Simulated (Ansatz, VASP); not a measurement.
**Two plane-wave programs on Y**

```
Y
1.0
     0.00000    2.38560    2.68380
     2.38560    0.00000    2.68380
     2.38560    2.38560    0.00000
Y
1
Direct
  0.00000 0.00000 0.00000
```

Change from the starting cell: strain -0.040 along x and y, +0.080 along z, atoms carried along.

Alike in both runs: task single point; functional r2SCAN; k mesh 16 × 16 × 16; occupations gaussian, width 0.15 eV; no spin polarisation.

```csv
,VASP,Ansatz
version,VASP 6.6.1,Ansatz 0.2.0
potentials or method,"VASP PAW PBE potentials, release 64 (Y_sv), cutoff 520 eV","scalar-relativistic, plane waves, PAW"
valence electrons in the cell,11,11
```

```csv
,VASP,Ansatz,Ansatz less VASP
gap on the k mesh at the Fermi level (eV),none,none,-
pressure (GPa),3.5,3.5,-0.04
"traceless stress, the component that is largest in VASP (GPa)",-1.62,-1.64,-0.016
```

VASP's potentials were made for PBE, not for r2SCAN. A gap of «none» marks a metal or a gap that the smearing closes.
